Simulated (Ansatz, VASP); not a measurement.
Given: the input of a run of Ansatz 0.2.0 on NaH.

File input.yaml:

```yaml
crystal:
  lattice:
    - [0.0, 2.44, 2.44]
    - [2.44, 0.0, 2.44]
    - [2.44, 2.44, 0.0]
  atoms:
    - { symbol: Na, position: [0.0, 0.0, 0.0] }
    - { symbol: H, position: [0.5, 0.5, 0.5] }
hamiltonian:
  xc: { exchange: pbe, correlation: pbe, exx: { coeff: 0.15, omega: 0.2 } }
  pseudopotentials: { kind: paw }
kpoints:
  mp_grid: { grid: [5, 5, 5] }
scf:
  occupations: { method: fermi_dirac, width: 0.05 }
output:
  forces: true
  stress: true
  eigenvalues: true
```

Potentials or basis: Ansatz PAW.

Run with:

```console
$ ansatz run input.yaml --threads 2 --pin off --max-ram 5632MiB --backend cpu --events-out ev --progress --plain --runs-dir out
```

**Question.** Set up the same calculation for VASP 6.6.1. Potentials there: VASP PAW PBE potentials, release 64 (Na_pv, H).

**Answer.** As run (the cutoff follows the program's own potentials):

The input POSCAR:

```
NaH
1.0
    0.0000000000      2.4400000000      2.4400000000
    2.4400000000      0.0000000000      2.4400000000
    2.4400000000      2.4400000000      0.0000000000
Na H
1 1
Direct
    0.0000000000      0.0000000000      0.0000000000
    0.5000000000      0.5000000000      0.5000000000
```

File INCAR.step1:

```
PREC = Accurate ; ENCUT = 520
EDIFF = 1E-5 ; ISMEAR = -1
SIGMA = 0.05 ; LREAL = False
LASPH = True ; NELM = 60
ALGO = Normal ; ISIF = 2
LWAVE = True ; GGA = PE
NBANDS = 11
```

Contents of INCAR.step2:

```
PREC = Accurate ; ENCUT = 520
EDIFF = 1E-7 ; ISMEAR = -1
SIGMA = 0.05 ; LREAL = False
LASPH = True ; NELM = 60
ALGO = Normal ; ISIF = 2
LWAVE = False ; LCHARG = True
GGA = PE ; LHFCALC = True
AEXX = 0.15 ; HFSCREEN = 0.2
PRECFOCK = Normal ; LELF = True
LVHAR = True ; ISTART = 1
NBANDS = 11
```

The input KPOINTS:

```
Automatic mesh
0
Gamma
  5 5 5
```

Potentials or basis: VASP PAW PBE potentials, release 64 (Na_pv, H).

Command:

```console
$ cat potpaw_PBE.64/Na_pv/POTCAR potpaw_PBE.64/H/POTCAR > POTCAR
$ cp INCAR.step1 INCAR
$ mpirun -np 1 vasp_std > vasp.out
$ cp INCAR.step2 INCAR
$ mpirun -np 1 vasp_std > vasp.out
```

Both were run:

|  | VASP | Ansatz | Ansatz less VASP |
| --- | --- | --- | --- |
| gap on the k mesh at the Fermi level (eV) | 5.18 | 5.19 | +0.002 |
| least direct gap on the mesh (eV) | 5.70 | 5.70 | +0.002 |
| pressure (GPa) | -0.9 | -0.9 | +0.01 |

VASP's potentials were made for PBE, not for PBE-based screened hybrid. With one functional, cell and mesh, what is left measures potentials, basis and numerics. VASP's potentials hold 8 valence electrons a cell and Ansatz's 10, so a difference there can come from the potentials and not from the codes.

The k mesh is coarse, so the values compare programs but aren't converged. Noted on Ansatz's run: odd divisions of the mesh miss points on the zone boundary, where band edges often lie, so the gap on the mesh can be too wide.
